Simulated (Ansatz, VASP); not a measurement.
**Al in VASP and in Ansatz**

```xyz
12
Lattice="3.5408 2.0443 6.4778 -3.5408 2.0443 6.4778 0.0000 -4.0885 6.4778" Properties=species:S:1:pos:R:3 pbc="T T T"
Al   -2.1992    1.2697    4.4172
Al    0.0000   -2.5394    4.4172
Al    2.1992    1.2697    4.4172
Al    2.1992   -1.2697   15.0162
Al   -2.1992   -1.2697   15.0162
Al    0.0000    2.5394   15.0162
Al   -1.3776    0.7954    6.9740
Al    0.0000   -1.5908    6.9740
Al    1.3776    0.7954    6.9740
Al    1.3776   -0.7954   12.4594
Al   -1.3776   -0.7954   12.4594
Al    0.0000    1.5908   12.4594
```

Alike in both runs: task relaxation of cell and atoms; functional PBE; k mesh 6 × 6 × 6; occupations gaussian, width 0.1 eV; no spin polarisation.

|  | VASP | Ansatz |
| --- | --- | --- |
| version | VASP 6.6.1 | Ansatz 0.2.0 |
| potentials or method | VASP PAW PBE potentials, release 64 (Al), cutoff 600 eV | scalar-relativistic, plane waves, PAW |
| valence electrons in the cell | 36 | 36 |

|  | VASP | Ansatz | Ansatz less VASP |
| --- | --- | --- | --- |
| gap on the k mesh at the Fermi level, each at its own relaxed structure (eV) | none | none | - |
| relaxed volume (Å³/atom) | 23.67 | 23.68 | +0.012 |
| relaxed cell length with the largest relative difference (Å) | 7.668 | 7.670 | +0.0022 |

A gap of «none» marks a metal or a gap that the smearing closes.
